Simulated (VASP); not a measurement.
# Si (Fd-3m) in VASP: notebook, part 4 of 4

VASP 6.6.1.

### Step 5. Relaxation of cell and atoms, r2SCAN, target pressure 10 GPa, at which the enthalpy is minimised

File POSCAR:

```
Si
1.0
    0.0000000000      2.7220875855      2.7220875855
    2.7220875855      0.0000000000      2.7220875855
    2.7220875855      2.7220875855      0.0000000000
Si
2
Direct
    0.2500000000      0.2500000000      0.2500000000
    0.0000000000      0.0000000000      0.0000000000
```

File INCAR.step1:

```
  ALGO = Normal
  EDIFF = 1E-4
  ENCUT = 600
  GGA = PE
  ISMEAR = 0
  LASPH = T
  LCHARG = F
  LREAL = F
  LWAVE = T
  NELM = 60
  PREC = Accurate
  SIGMA = 0.01
```

File INCAR.step2:

```
  ALGO = Normal
  EDIFF = 1E-7
  EDIFFG = -0.002
  ENCUT = 600
  IBRION = 2
  ISIF = 3
  ISMEAR = 0
  ISTART = 1
  LASPH = T
  LCHARG = F
  LMIXTAU = T
  LREAL = F
  LWAVE = F
  METAGGA = R2SCAN
  NELM = 60
  NSW = 100
  PREC = Accurate
  PSTRESS = 100.0
  SIGMA = 0.01
```

File KPOINTS:

```
k-points
0
Gamma
  8 8 8
```

Potentials or basis: VASP PAW PBE potentials, release 64 (Si).

Launch:

```sh
$ cat potpaw_PBE.64/Si/POTCAR > POTCAR
$ cp INCAR.step1 INCAR
$ mpirun -np 1 vasp_std > vasp.out
$ cp INCAR.step2 INCAR
$ mpirun -np 1 vasp_std > vasp.out
```

OUTCAR:

```text
EDIFF = 1E-7
   EDIFFG = -0.002
   ENCUT = 600
   IBRION = 2
   ISIF = 3
   ISMEAR = 0
   ISTART = 1
   LASPH = T
   LREAL = F
   METAGGA = R2SCAN
   NELM = 60
   NSW = 100
   PREC = Accurate
   PSTRESS = 100.0

 ion  position               nearest neighbor table
   1  0.250  0.250  0.250-   2 2.36   2 2.36   2 2.36   2 2.36
   2  0.000  0.000  0.000-   1 2.36   1 2.36   1 2.36   1 2.36

  LATTYP: Found a face centered cubic cell.
 ALAT       =     5.4441751710

  Lattice vectors:

 A1 = (   0.0000000000,   2.7220875855,   2.7220875855)
 A2 = (   2.7220875855,   0.0000000000,   2.7220875855)
 A3 = (   2.7220875855,   2.7220875855,   0.0000000000)

Analysis of symmetry for initial positions (statically):
=====================================================================
 Subroutine PRICEL returns:
 Original cell was already a primitive cell.

 Routine SETGRP: Setting up the symmetry group for a
 face centered cubic supercell.

 Subroutine GETGRP returns: Found 48 space group operations
 (whereof 24 operations were pure point group operations)
 out of a pool of 48 trial point group operations.

The static configuration has the point symmetry T_d .
 The point group associated with its full space group is O_h .

Analysis of symmetry for dynamics (positions and initial velocities):
=====================================================================
 Subroutine PRICEL returns:
 Original cell was already a primitive cell.

 Routine SETGRP: Setting up the symmetry group for a
 face centered cubic supercell.

 Subroutine GETGRP returns: Found 48 space group operations
 (whereof 24 operations were pure point group operations)
 out of a pool of 48 trial point group operations.

The dynamic configuration has the point symmetry T_d .
 The point group associated with its full space group is O_h .

 Subroutine INISYM returns: Found 48 space group operations
 (whereof 24 operations are pure point group operations),
 and found     1 'primitive' translations

----------------------------------------------------------------------------------------

[... 97 lines left out ...]
   NFREE  =      1    steps in history (QN), initial steepest desc. (CG)
   ISIF   =      3    stress and relaxation
   ISYM   =      2    0-nonsym 1-usesym 2-fastsym
   POTIM  = 0.5000    time-step for ionic-motion
   TEBEG  =    0.0;   TEEND  =   0.0 temperature during run
   PSTRESS=  100.0 pullay stress
   NELECT =       8.0000    total number of electrons
   NUPDOWN=      -1.0000    fix difference up-down
   EMIN   =  10.00;   EMAX   =-10.00  energy-range for DOS
   EFERMI =   0.00;   METHOD = LEGACY
   ISMEAR =     0;   SIGMA  =   0.01  broadening in eV -4-tet -1-fermi 0-gaus
   EFERMI_NEDOS =   21; number of points for ismear=-14 and -15
   IALGO  =     38    algorithm
   IMIX   =      4    mixing-type and parameters
     AMIX     =   0.40;   BMIX     =  1.00
     AMIX_MAG =   1.60;   BMIX_MAG =  1.00
  volume/ion in A,a.u.               =      20.17       136.11
  Fermi-wavevector in a.u.,A,eV,Ry     =   0.954683  1.804090 12.400629  0.911421
  Thomas-Fermi vector in A             =   2.083452
   LORBIT       =      0    0 simple, 1 ext, 2 COOP (PROOUT), +10 PAW based schemes
   METAGGA = R2SCAN    functional components
   LHFCALC =     F    Hartree Fock is set to
   AEXX    =    0.0000 exact exchange contribution
   IVDW    =     0    specifies the selected vdW correction
   LEPSILON=     F    determine dielectric tensor
   LRPA    =     F    only Hartree local field effects (RPA)
 conjugate gradient relaxation of ions
 non-spin polarized calculation
 Gauss-broadening in eV      SIGMA  =   0.01
  energy-cutoff  :      600.00
  volume of cell :       40.34
 maximum number of plane-waves:      1365
   NGX = 15   NGY = 15   NGZ = 15

--------------------------------------- Ionic step        1  -------------------------------------------

 number of electron       8.0000000 magnetization

 Free energy of the ion-electron system (eV)
  ---------------------------------------------------
  ext. energy  EPLUGINS =         0.00000000
  ---------------------------------------------------
  free energy    TOTEN  =       -17.54682503 eV

  energy without entropy =      -17.54682503  energy(sigma->0) =      -17.54682503

 E-fermi :   5.7092     XC(G=0):  -9.8249

 val. band max:        5.6633736412   @ k =   0.0000   0.0000   0.0000
 cond. band min:       6.4889495650   @ k =   0.3750   0.3750   0.0000
 fundamental gap:      0.8255759238
 Fermi energy:         5.7092147342

 k-point     1 :       0.0000    0.0000    0.0000
  band No.  band energies     occupation
      1      -6.8101      2.00000
      2       5.6634      2.00000
      3       5.6634      2.00000
      4       5.6634      2.00000
      5       8.4181      0.00000
      6       8.4181      0.00000
      7       8.4181      0.00000
      8       9.5610      0.00000
[... 366 lines left out ...]
--------------------------------------- Ionic step        4  -------------------------------------------

 number of electron       8.0000000 magnetization

 Free energy of the ion-electron system (eV)
  ---------------------------------------------------
  ext. energy  EPLUGINS =         0.00000000
  ---------------------------------------------------
  free energy    TOTEN  =       -17.45144971 eV

  energy without entropy =      -17.45144971  energy(sigma->0) =      -17.45144971

 E-fermi :   6.6890     XC(G=0): -10.1796

 val. band max:        6.5908629541   @ k =   0.0000   0.0000   0.0000
 cond. band min:       7.2686364706   @ k =   0.3750   0.3750   0.0000
 fundamental gap:      0.6777735165
 Fermi energy:         6.6890066190

 k-point     1 :       0.0000    0.0000    0.0000
  band No.  band energies     occupation
      1      -6.5308      2.00000
      2       6.5909      2.00000
      3       6.5909      2.00000
      4       6.5909      2.00000
      5       9.3814      0.00000
      6       9.3814      0.00000
      7       9.3814      0.00000
      8      11.6029      0.00000
[... 286 lines left out ...]
  energy  without entropy=      -17.4514497118  energy(sigma->0) =      -17.45144971

  enthalpy is  TOTEN    =       -15.1456004762 eV   P V=        2.3058492356

 reached required accuracy - stopping structural energy minimisation
```

OUTCAR.step1:

```text
EDIFF = 1E-4
   ENCUT = 600
   GGA = PE
   ISMEAR = 0
   LASPH = T
[... 486 lines left out ...]
 -----------------------------------------------------------------------------------
      1.36104      1.36104      1.36104         0.000000     -0.000000     -0.000000
      0.00000      0.00000      0.00000        -0.000000      0.000000      0.000000
 -----------------------------------------------------------------------------------
    total drift:                               -0.000000     -0.000000      0.000000

  FREE ENERGIE OF THE ION-ELECTRON SYSTEM (eV)
  ---------------------------------------------------
  free  energy   TOTEN  =       -10.8440979286 eV

  energy  without entropy=      -10.8440979286  energy(sigma->0) =      -10.84409793
```

OSZICAR.step1:

```text
N       E                     dE             d eps       ncg     rms          rms(c)
DAV:   1     0.888669064273E+01    0.88867E+01   -0.35796E+03   464   0.876E+02
DAV:   2    -0.107070354601E+02   -0.19594E+02   -0.18660E+02   696   0.863E+01
DAV:   3    -0.110187920920E+02   -0.31176E+00   -0.31176E+00   568   0.131E+01
DAV:   4    -0.110206458636E+02   -0.18538E-02   -0.18538E-02   784   0.116E+00
DAV:   5    -0.110206475930E+02   -0.17293E-05   -0.17293E-05   568   0.245E-02    0.483E+00
DAV:   6    -0.108986404894E+02    0.12201E+00   -0.80380E-02   576   0.149E+00    0.296E+00
DAV:   7    -0.108427763998E+02    0.55864E-01   -0.15270E-01   576   0.218E+00    0.185E-01
DAV:   8    -0.108438766205E+02   -0.11002E-02   -0.40378E-03   520   0.484E-01    0.748E-02
DAV:   9    -0.108440708776E+02   -0.19426E-03   -0.19038E-04   632   0.109E-01    0.561E-02
DAV:  10    -0.108440979286E+02   -0.27051E-04   -0.31763E-05   328   0.429E-02
   1 F= -.10844098E+02 E0= -.10844098E+02  d E =-.278577E-19
```

It took 1.7 min on 1 thread of Intel Xeon Platinum 8488C (Sapphire Rapids), shared host; peak memory 0.18 GiB.

Results:

* Free energy: -17.4514 eV
* Relaxed volume: 18.47 Å³/atom
* Relaxed cell: a = 3.738 Å, b = 3.738 Å, c = 3.738 Å, α = 60.00°, β = 60.00°, γ = 60.00°
* Space group after relaxing (to 0.05 Å): Fd-3m (No. 227)
* Energy change on relaxing (the enthalpy is what falls): +47.7 meV/atom
* Ionic steps: 4
* Pressure after relaxing: 10.0 GPa
* Band gap on the k mesh: 0.68 eV, indirect (least direct gap 2.79 eV)

Step by step:
| step | energy change (eV) | largest force (eV/Å) | pressure (GPa) | volume (Å³) |
| --- | --- | --- | --- | --- |
| 1 | 0.0000 | 0.0000 | -0.23 | 40.34 |
| 2 | 0.5061 | 0.0000 | 27.36 | 33.28 |
| 3 | 0.0914 | 0.0000 | 9.75 | 37.01 |
| 4 | 0.0954 | 0.0000 | 9.98 | 36.94 |

Final structure:
```
CELL_PARAMETERS angstrom
0.00000 2.64345 2.64345
2.64345 0.00000 2.64345
2.64345 2.64345 0.00000
ATOMIC_POSITIONS crystal
Si 0.25000 0.25000 0.25000
Si 0.00000 0.00000 0.00000
```

Caveat: the cell is relaxed towards a set pressure, so the enthalpy falls and the energy may rise; the PAW data sets were made with another functional, which shifts forces and pressure a little. r2SCAN opens gaps a little over a GGA but as a rule still falls short of measured ones.

### Step 6. The runs side by side

```tsv
cell	gap on the mesh (eV)	pressure (GPa)
relaxed to 2 GPa	0.79	2.0
relaxed to 4 GPa	0.76	4.0
relaxed to 7 GPa	0.72	7.0
relaxed to 10 GPa	0.68	10.0
```

Alike in all rows: task relaxation of cell and atoms; level r2SCAN; potentials or basis VASP PAW PBE potentials, release 64 (Si); no spin polarisation; k mesh 8 × 8 × 8; cutoff (eV) 600; smearing gaussian 0.01 eV.

Caveats: the cell is relaxed towards a set pressure, so the enthalpy falls and the energy may rise; the PAW data sets were made with another functional, which shifts forces and pressure a little.

Absolute energies hang on the potentials; compare differences alone.
